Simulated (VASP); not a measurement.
Input of a VASP 6.6.1 run:

Contents of POSCAR:

```
Fe
1.0
   -1.4234976093      1.4234976093      1.4234976093
    1.4234976093     -1.4234976093      1.4234976093
    1.4234976093      1.4234976093     -1.4234976093
Fe
1
Direct
    0.0000000000      0.0000000000      0.0000000000
```

File INCAR.step1:

```
SYSTEM = Fe
ALGO = Normal ; EDIFF = 1E-5
ENCUT = 520 ; GGA = PE
ISIF = 2 ; ISMEAR = -1
ISPIN = 2 ; LASPH = .True.
LCHARG = .False. ; LMAXMIX = 4
LORBIT = 11 ; LREAL = .False.
LWAVE = .True. ; MAGMOM = 3
NBANDS = 14 ; NELM = 150
PREC = Accurate ; SIGMA = 0.05
```

The input INCAR.step2:

```
SYSTEM = Fe
ALGO = Normal ; EDIFF = 1E-6
ENCUT = 520 ; GGA = PE
HFSCREEN = 0.2079 ; ISIF = 2
ISMEAR = -1 ; ISPIN = 2
ISTART = 1 ; LASPH = .True.
LCHARG = .False. ; LHFCALC = .True.
LMAXMIX = 4 ; LORBIT = 11
LREAL = .False. ; LWAVE = .False.
MAGMOM = 3 ; NBANDS = 14
NELM = 150 ; PREC = Accurate
PRECFOCK = Normal ; SIGMA = 0.05
```

Contents of KPOINTS:

```
k-points
0
Gamma
  8 8 8
  0 0 0
```

Potentials or basis: VASP PAW PBE potentials, release 64 (Fe).

Launch:

```bash
$ cat potpaw_PBE.64/Fe/POTCAR > POTCAR
$ cp INCAR.step1 INCAR
$ mpirun -np 1 vasp_std > vasp.out
$ cp INCAR.step2 INCAR
$ mpirun -np 1 vasp_std > vasp.out
```

Question: Estimate the net moment.

Answer: 2.78 μB per cell.

Question: Estimate the pressure.

Answer: 12.0 GPa.

Question: Predict the site moments.

Answer: Fe +2.84 μB.

Caveat: the k points lie up to 0.39 Å⁻¹ apart; the PAW data sets were made with another functional, which shifts forces and pressure a little.
